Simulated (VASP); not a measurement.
Write the native input for VASP 6.6.1 that does the following.

| Item | Value |
| --- | --- |
| Task | single point |
| Functional | PBE |
| Potentials or basis | VASP PAW PBE potentials, release 64 (Y_sv, Pd, Cl) |
| Cutoff | 520 eV |
| k mesh | 4 × 4 × 2 |
| Occupations | gaussian, width 0.1 eV |
| Spin | collinear spin, ferromagnetic start |
| Starting moments | [0.0, 1.11, 0.12, 0.12, 0.12, 0.12, 0.49] μB |
| Dipole correction | no |
| Further INCAR settings | ALGO = Normal; EDIFF = 1e-06; NBANDS = 41 |

The structure of YPdCl5 lies in POSCAR:

```
YPdCl5
1.0
    4.3718446577      0.0000000000      0.0000000000
    0.0000000000      4.3718446577      0.0000000000
    0.0000000000      0.0000000000      9.1380176314
Y Pd Cl
1 1 5
Direct
    0.0000000000      0.0000000000      0.5000000000
    0.5000000000      0.5000000000      0.0000000000
    0.5000000000      0.0000000000      0.6806304348
    0.0000000000      0.5000000000      0.6806304348
    0.5000000000      0.0000000000      0.3193695652
    0.0000000000      0.5000000000      0.3193695652
    0.0000000000      0.0000000000      0.0000000000
```

These files were run (other wordings do the same):

INCAR

```
SYSTEM = YPdCl5
PREC = Accurate
ENCUT = 520
EDIFF = 1E-6
ISMEAR = 0
SIGMA = 0.1
LREAL = .FALSE.
LASPH = .TRUE.
NELM = 150
ALGO = Normal
ISIF = 2
LWAVE = .FALSE.
LCHARG = .FALSE.
ISPIN = 2
MAGMOM = 0 1.11 0.12 0.12 0.12 0.12 0.49
LORBIT = 11
LMAXMIX = 4
GGA = PE
NBANDS = 41
```

KPOINTS

```
regular mesh
0
G
  4 4 2
  0 0 0
```

Potentials or basis: VASP PAW PBE potentials, release 64 (Y_sv, Pd, Cl).

Launch:

```sh
$ cat potpaw_PBE.64/Y_sv/POTCAR potpaw_PBE.64/Pd/POTCAR potpaw_PBE.64/Cl/POTCAR > POTCAR
$ mpirun -np 1 vasp_std > vasp.out
```

It gave:

```json
{
 "Pressure": "-0.1 GPa",
 "Largest force": "0.004 eV/Å",
 "Net moment": "1.59 μB per cell",
 "Site moments": "Y -0.01; Pd +0.95; Cl +0.08, +0.20 μB",
 "Valence electrons inside the program's atomic spheres": "Y 9.39; Pd 8.65; Cl 5.12, 5.01"
}
```

It took 3.5 min on 1 thread of Intel(R) Xeon(R) Platinum 8259CL CPU @ 2.50GHz (Skylake/Cascade Lake), with other jobs on the host, peak memory 0.44 GiB.
